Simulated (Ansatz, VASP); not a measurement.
Na2Al2O: VASP beside Ansatz

INCAR

```
SYSTEM = Na2Al2O
PREC = Accurate
ENCUT = 520
EDIFF = 1E-6
ISMEAR = 0
SIGMA = 0.1
LREAL = .False.
LASPH = .True.
NELM = 80
ALGO = Normal
ISIF = 2
LWAVE = .False.
LCHARG = .False.
GGA = PE
NBANDS = 21
```

File KPOINTS:

```
regular mesh
0
Gamma
  6 6 6
  0 0 0
```

The input POSCAR:

```
Na2Al2O
1.0
   -1.8957647300      1.8957647300      4.5754706100
    1.8957647300     -1.8957647300      4.5754706100
    1.8957647300      1.8957647300     -4.5754706100
Na Al O
2 2 1
Direct
    0.6250064400      0.6250064400      0.0000000000
    0.3749935600      0.3749935600      0.0000000000
    0.2500000000      0.7500000000      0.5000000000
    0.7500000000      0.2500000000      0.5000000000
    0.0000000000      0.0000000000      0.0000000000
```

Input for Ansatz:

```yaml
crystal:
  lattice:
    - [-1.89576473, 1.89576473, 4.57547061]
    - [1.89576473, -1.89576473, 4.57547061]
    - [1.89576473, 1.89576473, -4.57547061]
  atoms:
    - { symbol: Na, position: [0.62500644, 0.62500644, 0.0] }
    - { symbol: Na, position: [0.37499356, 0.37499356, 0.0] }
    - { symbol: Al, position: [0.25, 0.75, 0.5] }
    - { symbol: Al, position: [0.75, 0.25, 0.5] }
    - { symbol: O, position: [0.0, 0.0, 0.0] }
basis:
  ecutwfc: 420
kpoints:
  mp_grid: { grid: [6, 6, 6] }
hamiltonian:
  xc: pbe
scf:
  occupations: { method: gaussian, width: 0.1 }
  lower_state_search: "off"
output:
  forces: true
  stress: true
  eigenvalues: true
```

Change from the starting cell: species swapped into the GdNi2P2 type (I4/mmm, No. 139).

Alike in both runs: task single point; functional PBE; k mesh 6 × 6 × 6; occupations gaussian, width 0.1 eV; no spin polarisation.

|  | VASP | Ansatz |
| --- | --- | --- |
| version | VASP 6.6.1 | Ansatz 0.2.0 |
| potentials or method | VASP PAW PBE potentials, release 64 (Na_pv, Al, O), cutoff 520 eV | scalar-relativistic, plane waves, PAW |
| valence electrons in the cell | 26 | 30 |

```csv
,VASP,Ansatz,Ansatz less VASP
gap on the k mesh at the Fermi level (eV),none,none,-
rms of the force components (eV/Å),2.449,2.437,-0.0121
```

Atom by atom the forces differ by 0.012 eV/Å (rms over components). A gap of «none» marks a metal or a gap that the smearing closes. The functional is the same, so the differences come from potentials, cutoffs and numerics. VASP's potentials hold 26 valence electrons a cell and Ansatz's 30, so a difference there can come from the potentials and not from the codes.

The k mesh is coarse, so the values compare programs but aren't converged.
